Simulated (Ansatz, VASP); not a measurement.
Two plane-wave programs on Au

INCAR

```
ALGO = Normal ; EDIFF = 1E-6
ENCUT = 520 ; GGA = PE
ISIF = 2 ; ISMEAR = 1
LASPH = True ; LCHARG = False
LREAL = False ; LWAVE = False
NBANDS = 12 ; NELM = 80
PREC = Accurate ; SIGMA = 0.03
```

File KPOINTS:

```
k-points
0
Gamma
  13 13 13
```

Contents of POSCAR:

```
Au
1.0
    0.0000000000      2.0782552709      2.0782552709
    2.0782552709      0.0000000000      2.0782552709
    2.0782552709      2.0782552709      0.0000000000
Au
1
Direct
    0.0000000000      0.0000000000      0.0000000000
```

Input for Ansatz:

```yaml
crystal:
  lattice:
    - [0.0, 2.0782552709, 2.0782552709]
    - [2.0782552709, 0.0, 2.0782552709]
    - [2.0782552709, 2.0782552709, 0.0]
  atoms:
    - { symbol: Au, position: [0.0, 0.0, 0.0] }
hamiltonian:
  xc: pbe
  pseudopotentials:
    kind: paw
    azcp:
      Au: "pseudopotentials/Au.paw.azcp"
basis:
  ecutwfc: 420
  fft_grid_basis: typed
kpoints:
  mp_grid: { grid: [13, 13, 13], shift: [0, 0, 0] }
magnetization:
  spin_polarized: false
scf:
  occupations: { method: methfessel_paxton, width: 0.03 }
  lower_state_search: "off"
output:
  stress: true
```

Alike in both runs: task single point; functional PBE; k mesh 13 × 13 × 13; occupations methfessel-paxton of order 1, width 0.03 eV; no spin polarisation.

|  | VASP | Ansatz |
| --- | --- | --- |
| version | VASP 6.6.1 | Ansatz 0.2.0 |
| potentials or method | VASP PAW PBE potentials, release 64 (Au), cutoff 520 eV | plane waves (420 eV) with PAW, scalar-relativistic |
| valence electrons in the cell | 11 | 19 |

Ansatz gave:

| Item | Value |
| --- | --- |
| pressure (GPa) | -0.2 |

**Question.** What did VASP give for the same quantities?

**Answer.** Pressure (GPa): -0.4.

VASP's potentials hold 11 valence electrons a cell and Ansatz's 19, so a difference there can come from the potentials and not from the codes.

Spin-orbit coupling is off throughout.
